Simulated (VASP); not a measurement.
Crystal: NaPr.

```xyz
2
Lattice="0.0000 3.0378 3.0378 3.0378 0.0000 3.0378 3.0378 3.0378 0.0000" Properties=species:S:1:pos:R:3 pbc="T T T"
Na    3.0378    3.0378    3.0378
Pr    0.0000    0.0000    0.0000
```

The cell was generated, and may not be a known phase.

- Program: VASP 6.6.1
- Task: relaxation of cell and atoms
- Functional: PBE
- Potentials or basis: VASP PAW PBE potentials, release 64 (Na_pv, Pr_3), 4f in core
- Cutoff: 500 eV
- k mesh: 6 × 6 × 6
- Occupations: gaussian, width 0.1 eV
- Spin: no spin polarisation

At the start: pressure 8.8 GPa; volume 28.03 Å³/atom.

Task: Where does the relaxation end?

Result: Over 4 steps the energy falls by 194.8 meV/atom and the volume is 36.86 Å³/atom (+31.5 %); space group Fm-3m (No. 225, to 0.1 Å) before and after.

The path:
| step | energy change (eV) | largest force (eV/Å) | pressure (GPa) | volume (Å³) |
| --- | --- | --- | --- | --- |
| 1 | 0.0000 | 0.0000 | 8.76 | 56.07 |
| 2 | -0.3735 | 0.0000 | 1.30 | 69.44 |
| 3 | -0.3875 | 0.0000 | -0.41 | 75.23 |
| 4 | -0.3896 | 0.0000 | -0.03 | 73.72 |

Final structure:
```
Na Pr
1.0
     0.00000    3.32800    3.32800
     3.32800    0.00000    3.32800
     3.32800    3.32800    0.00000
Na Pr
1 1
Cartesian
  3.3280 3.3280 3.3280
  0.0000 0.0000 0.0000
```

Caveat: the volume moved by over 15 % at a fixed basis, so the end points are rough.
